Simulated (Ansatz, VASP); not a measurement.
**Two plane-wave programs on ZnGaC4N4**

```xyz
10
Lattice="5.8894 0.0000 0.0000 0.0000 5.8894 0.0000 0.0000 0.0000 5.8894" Properties=species:S:1:pos:R:3 pbc="T T T"
Zn    2.9447    2.9447    2.9447
Ga    0.0000    0.0000    0.0000
C     1.1351    1.1351    1.1351
C     1.1351    4.7543    4.7543
C     4.7543    1.1351    4.7543
C     4.7543    4.7543    1.1351
N     1.8113    1.8113    1.8113
N     1.8113    4.0781    4.0781
N     4.0781    1.8113    4.0781
N     4.0781    4.0781    1.8113
```

Alike in both runs: task single point; functional PBE; k mesh 4 × 4 × 4; occupations gaussian, width 0.1 eV; collinear spin.

|  | VASP | Ansatz |
| --- | --- | --- |
| version | VASP 6.6.1 | Ansatz 0.2.0 |
| potentials or method | VASP PAW PBE potentials, release 64 (Zn, Ga_d, C, N), cutoff 520 eV | scalar-relativistic, plane waves, PAW |
| valence electrons in the cell | 61 | 61 |

```csv
,VASP,Ansatz,Ansatz less VASP
gap on the k mesh at the Fermi level (eV),none,none,-
pressure (GPa),0.6,0.2,-0.37
rms of the force components (eV/Å),0.170,0.023,-0.1476
net moment per atom (μB),0.08,0.08,-0.001
size of the moment on the site where the two differ most (μB),0.04,0.01,-0.032
```

Site moments also hang on the region over which each program counts them. Atom by atom the forces differ by 0.189 eV/Å (rms over components). A gap of «none» marks a metal or a gap that the smearing closes. One of these differences is far larger than is usual between the two programs; its cause wasn't traced. With one functional, cell and mesh, what is left measures potentials, basis and numerics. Ansatz's warnings: seeded moment not kept.

Noted on VASP's run: the standard files for N, O and F lose accuracy on very short bonds.
